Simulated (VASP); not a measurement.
# SrNb (F-43m) in VASP: single point with PBE

Aim: the single point of SrNb with PBE.

Everything below comes from runs of VASP 6.6.1. Logs are shortened: lines on timing, memory, paths and dates and some standing lists are left out, and cuts for length are marked.

### Step 1. The cell of the first run

Symmetry: F-43m, No. 216, cubic system. The conventional cell has a = 6.787 Å, b = 6.787 Å, c = 6.787 Å, α = 90.00°, β = 90.00°, γ = 90.00°. Within 3.9 Å of Sr (site symmetry -43m) lie 4 Nb at 2.94 Å. Nb (site symmetry -43m) has 4 Sr at 2.94 Å within 3.9 Å.

### Step 2. Single point, PBE

INCAR

```
PREC = Accurate
ENCUT = 500
EDIFF = 1E-6
ISMEAR = 0
SIGMA = 0.2
LREAL = False
LASPH = True
NELM = 120
ALGO = Normal
ISIF = 2
LWAVE = False
LCHARG = True
GGA = PE
LELF = True
LVHAR = True
NBANDS = 18
GGA_COMPAT = False
```

KPOINTS

```
Automatic mesh
0
Gamma
  6 6 6
```

POSCAR

```
SrNb
1.0
    0.0000000000      3.3934958978      3.3934958978
    3.3934958978      0.0000000000      3.3934958978
    3.3934958978      3.3934958978      0.0000000000
Sr Nb
1 1
Direct
    0.7500000000      0.7500000000      0.7500000000
    0.0000000000      0.0000000000      0.0000000000
```

Potentials or basis: VASP PAW PBE potentials, release 64 (Sr_sv, Nb_sv).

Launch:

```bash
cat potpaw_PBE.64/Sr_sv/POTCAR potpaw_PBE.64/Nb_sv/POTCAR > POTCAR
mpirun -np 1 vasp_std > vasp.out
```

OUTCAR:

```text
PREC = Accurate
   ENCUT = 500
   EDIFF = 1E-6
   ISMEAR = 0
   LREAL = False
   LASPH = True
   NELM = 120
   ISIF = 2
   GGA = PE

 ion  position               nearest neighbor table
   1  0.750  0.750  0.750-   2 2.94   2 2.94   2 2.94   2 2.94
   2  0.000  0.000  0.000-   1 2.94   1 2.94   1 2.94   1 2.94

  LATTYP: Found a face centered cubic cell.
 ALAT       =     6.7869917956

  Lattice vectors:

 A1 = (   0.0000000000,   3.3934958978,   3.3934958978)
 A2 = (   3.3934958978,   0.0000000000,   3.3934958978)
 A3 = (   3.3934958978,   3.3934958978,   0.0000000000)

Analysis of symmetry for initial positions (statically):
=====================================================================
 Subroutine PRICEL returns:
 Original cell was already a primitive cell.

 Routine SETGRP: Setting up the symmetry group for a
 face centered cubic supercell.

 Subroutine GETGRP returns: Found 24 space group operations
 (whereof 24 operations were pure point group operations)
 out of a pool of 48 trial point group operations.

The static configuration has the point symmetry T_d .

Analysis of symmetry for dynamics (positions and initial velocities):
=====================================================================
 Subroutine PRICEL returns:
 Original cell was already a primitive cell.

 Routine SETGRP: Setting up the symmetry group for a
 face centered cubic supercell.

 Subroutine GETGRP returns: Found 24 space group operations
 (whereof 24 operations were pure point group operations)
 out of a pool of 48 trial point group operations.

The dynamic configuration has the point symmetry T_d .

 Subroutine INISYM returns: Found 24 space group operations
 (whereof 24 operations are pure point group operations),
 and found     1 'primitive' translations

----------------------------------------------------------------------------------------

                                     Primitive cell

  volume of cell :      78.1577

  direct lattice vectors                    reciprocal lattice vectors
     0.000000000  3.393495898  3.393495898    -0.147340682  0.147340682  0.147340682
     3.393495898  0.000000000  3.393495898     0.147340682 -0.147340682  0.147340682
     3.393495898  3.393495898  0.000000000     0.147340682  0.147340682 -0.147340682

  length of vectors
     4.799127923  4.799127923  4.799127923     0.255201547  0.255201547  0.255201547

  position of ions in fractional coordinates (direct lattice)
     0.750000000  0.750000000  0.750000000
     0.000000000  0.000000000  0.000000000

  ion indices of the primitive-cell ions
   primitive index   ion index
                 1           1
                 2           2

----------------------------------------------------------------------------------------

 KPOINTS: Automatic mesh

Automatic generation of k-mesh.
 Grid dimensions read from file:
 generate k-points for:    6    6    6

 Generating k-lattice:

  Cartesian coordinates                     Fractional coordinates (reciprocal lattice)
    -0.024556780  0.024556780  0.024556780     0.166666667  0.000000000  0.000000000
     0.024556780 -0.024556780  0.024556780     0.000000000  0.166666667  0.000000000
     0.024556780  0.024556780 -0.024556780     0.000000000  0.000000000  0.166666667

  Length of vectors
     0.042533591  0.042533591  0.042533591

  Shift w.r.t. Gamma in fractional coordinates (k-lattice)
     0.000000000  0.000000000  0.000000000

 Subroutine IBZKPT returns following result:
 ===========================================

 Found     16 irreducible k-points:

 Following reciprocal coordinates:
            Coordinates               Weight
  0.000000  0.000000  0.000000      1.000000
  0.166667  0.000000  0.000000      8.000000
  0.333333  0.000000  0.000000      8.000000
  0.500000  0.000000  0.000000      4.000000
  0.166667  0.166667  0.000000      6.000000
  0.333333  0.166667  0.000000     24.000000
[... 8 lines left out ...]
 -0.333333  0.333333  0.166667     24.000000
 -0.333333  0.500000  0.166667     12.000000
   k-points           NKPTS =     16   k-points in BZ     NKDIM =     16   number of bands    NBANDS=     18
   number of dos      NEDOS =    301   number of ions     NIONS =      2
   total plane-waves  NPLWV =  46656
   dimension x,y,z NGX =    36 NGY =   36 NGZ =   36
   dimension x,y,z NGXF=    72 NGYF=   72 NGZF=   72
   ions per type =               1   1
   NGX,Y,Z   is equivalent  to a cutoff of  12.47, 12.47, 12.47 a.u.
   NGXF,Y,Z  is equivalent  to a cutoff of  24.94, 24.94, 24.94 a.u.
 SYSTEM =  unknown system
   PREC   = accura    normal or accurate (medium, high low for compatibility)
   ISTART =      0    job   : 0-new  1-cont  2-samecut
   ICHARG =      2    charge: 1-file 2-atom 10-const
   ISPIN  =      1    spin polarized calculation?
   LNONCOLLINEAR =      F non collinear calculations
   LSORBIT =      F    spin-orbit coupling
   LASPH  =      T    aspherical Exc in radial PAW
   ENCUT  =  500.0 eV  36.75 Ry    6.06 a.u.   8.75  8.75  8.75*2*pi/ulx,y,z
   NELM   =    120;   NELMIN=  2; NELMDL= -5     # of ELM steps
   EDIFF  = 0.1E-05   stopping-criterion for ELM
   LREAL  =      F    real-space projection
[... 7 lines left out ...]
   TEBEG  =    0.0;   TEEND  =   0.0 temperature during run
   PSTRESS=    0.0 pullay stress
   NELECT =      23.0000    total number of electrons
   NUPDOWN=      -1.0000    fix difference up-down
   EMIN   =  10.00;   EMAX   =-10.00  energy-range for DOS
   EFERMI =   0.00;   METHOD = LEGACY
   ISMEAR =     0;   SIGMA  =   0.20  broadening in eV -4-tet -1-fermi 0-gaus
   EFERMI_NEDOS =   21; number of points for ismear=-14 and -15
   IALGO  =     38    algorithm
   IMIX   =      4    mixing-type and parameters
     AMIX     =   0.40;   BMIX     =  1.00
     AMIX_MAG =   1.60;   BMIX_MAG =  1.00
  volume/ion in A,a.u.               =      39.08       263.72
  Fermi-wavevector in a.u.,A,eV,Ry     =   1.088914  2.057748 16.132877  1.185733
  Thomas-Fermi vector in A             =   2.225106
   LORBIT       =      0    0 simple, 1 ext, 2 COOP (PROOUT), +10 PAW based schemes
   GGA     = PE    functional components
   LHFCALC =     F    Hartree Fock is set to
   AEXX    =    0.0000 exact exchange contribution
   IVDW    =     0    specifies the selected vdW correction
   LEPSILON=     F    determine dielectric tensor
   LRPA    =     F    only Hartree local field effects (RPA)
 non-spin polarized calculation
 Gauss-broadening in eV      SIGMA  =   0.20
  energy-cutoff  :      500.00
  volume of cell :       78.16
 maximum number of plane-waves:      2012
   NGX = 17   NGY = 17   NGZ = 17

 number of electron      22.9999998 magnetization

 Free energy of the ion-electron system (eV)
  ---------------------------------------------------
  ext. energy  EPLUGINS =         0.00000000
  ---------------------------------------------------
  free energy    TOTEN  =        -5.56582109 eV

  energy without entropy =       -5.44010305  energy(sigma->0) =       -5.50296207

 E-fermi :   2.6109     XC(G=0):  -8.4412

 val. band max:        2.6080862322   @ k =  -0.3333   0.5000   0.1667
 cond. band min:       2.6324095174   @ k =   0.5000   0.3333   0.1667
 fundamental gap:      0.0243232852
 Fermi energy:         2.6109110111

 k-point     1 :       0.0000    0.0000    0.0000
  band No.  band energies     occupation
      1     -52.3539      2.00000
      2     -32.5801      2.00000
      3     -28.4796      2.00000
      4     -28.4796      2.00000
      5     -28.4796      2.00000
      6     -14.6949      2.00000
[... 10 lines left out ...]
     17       5.4711      0.00000
     18       8.7312      0.00000

 k-point     2 :       0.1667    0.0000    0.0000
  band No.  band energies     occupation
      1     -52.3538      2.00000
      2     -32.5830      2.00000
      3     -28.4802      2.00000
      4     -28.4802      2.00000
      5     -28.4758      2.00000
      6     -14.7061      2.00000
[... 10 lines left out ...]
     17       5.5675      0.00000
     18       8.5513      0.00000

 k-point     3 :       0.3333    0.0000    0.0000
  band No.  band energies     occupation
      1     -52.3536      2.00000
      2     -32.5887      2.00000
      3     -28.4812      2.00000
      4     -28.4812      2.00000
      5     -28.4682      2.00000
      6     -14.7277      2.00000
[... 10 lines left out ...]
     17       5.8885      0.00000
     18       8.3442      0.00000

 k-point     4 :       0.5000    0.0000    0.0000
  band No.  band energies     occupation
      1     -52.3535      2.00000
      2     -32.5915      2.00000
      3     -28.4817      2.00000
      4     -28.4817      2.00000
      5     -28.4644      2.00000
      6     -14.7381      2.00000
[... 10 lines left out ...]
     17       6.1225      0.00000
     18       8.0766      0.00000

 k-point     5 :       0.1667    0.1667    0.0000
  band No.  band energies     occupation
      1     -52.3538      2.00000
      2     -32.5839      2.00000
      3     -28.4808      2.00000
      4     -28.4808      2.00000
      5     -28.4735      2.00000
      6     -14.7108      2.00000
[... 10 lines left out ...]
     17       5.5461      0.00000
     18       8.3573      0.00000

 k-point     6 :       0.3333    0.1667    0.0000
  band No.  band energies     occupation
      1     -52.3536      2.00000
      2     -32.5887      2.00000
      3     -28.4823      2.00000
      4     -28.4819      2.00000
      5     -28.4663      2.00000
      6     -14.7266      2.00000
[... 139 lines left out ...]
 k-point    13 :       0.5000    0.5000    0.0000
  band No.  band energies     occupation
      1     -52.3534      2.00000
      2     -32.5953      2.00000
      3     -28.4844      2.00000
      4     -28.4844      2.00000
      5     -28.4553      2.00000
      6     -14.7559      2.00000
[... 10 lines left out ...]
     17       6.6789      0.00000
     18       6.9377      0.00000

 k-point    14 :       0.5000    0.3333    0.1667
  band No.  band energies     occupation
      1     -52.3535      2.00000
      2     -32.5925      2.00000
      3     -28.4846      2.00000
      4     -28.4827      2.00000
      5     -28.4594      2.00000
      6     -14.7341      2.00000
[... 10 lines left out ...]
     17       5.8949      0.00000
     18       7.8654      0.00000

 k-point    15 :      -0.3333    0.3333    0.1667
  band No.  band energies     occupation
      1     -52.3534      2.00000
      2     -32.5944      2.00000
      3     -28.4857      2.00000
      4     -28.4834      2.00000
      5     -28.4559      2.00000
      6     -14.7335      2.00000
[... 10 lines left out ...]
     17       5.9645      0.00000
     18       7.7502      0.00000

 k-point    16 :      -0.3333    0.5000    0.1667
  band No.  band energies     occupation
      1     -52.3534      2.00000
      2     -32.5953      2.00000
      3     -28.4855      2.00000
      4     -28.4844      2.00000
      5     -28.4542      2.00000
      6     -14.7422      2.00000
[... 10 lines left out ...]
     17       6.1530      0.00000
     18       7.6861      0.00000

------------------------ aborting loop because EDIFF is reached ----------------------------------------

  FORCE on cell =-STRESS in cart. coord.  units (eV):
  Direction    XX          YY          ZZ          XY          YZ          ZX
  --------------------------------------------------------------------------------------
  -------------------------------------------------------------------------------------
  Total        0.1008447      0.1008447      0.1008447      0.0000000      0.0000000     -0.0000000
  in kB        2.0672445      2.0672445      2.0672445      0.0000000      0.0000000     -0.0000000
  external PRESSURE =       2.0672445 kB  Pullay stress =       0.0000000 kB

 VOLUME and BASIS-vectors are now :
 -----------------------------------------------------------------------------
  energy-cutoff  :      500.00
  volume of cell :       78.16
      direct lattice vectors                 reciprocal lattice vectors
     0.000000000  3.393495898  3.393495898    -0.147340682  0.147340682  0.147340682
     3.393495898  0.000000000  3.393495898     0.147340682 -0.147340682  0.147340682
     3.393495898  3.393495898  0.000000000     0.147340682  0.147340682 -0.147340682

 POSITION                                       TOTAL-FORCE (eV/Angst)
 -----------------------------------------------------------------------------------
      5.09024      5.09024      5.09024         0.000000      0.000000      0.000000
      0.00000      0.00000      0.00000        -0.000000     -0.000000     -0.000000
 -----------------------------------------------------------------------------------
    total drift:                                0.000000      0.000000      0.000000

  FREE ENERGIE OF THE ION-ELECTRON SYSTEM (eV)
  ---------------------------------------------------
  free  energy   TOTEN  =        -5.5658210888 eV

  energy  without entropy=       -5.4401030504  energy(sigma->0) =       -5.50296207
```

Run time: 45 s. Hardware: 1 thread of Intel Xeon 8259CL, shared host; peak memory 0.21 GiB.

What came out:

| Quantity | Value |
| --- | --- |
| Free energy | -5.5658 eV |
| Pressure | 0.2 GPa |
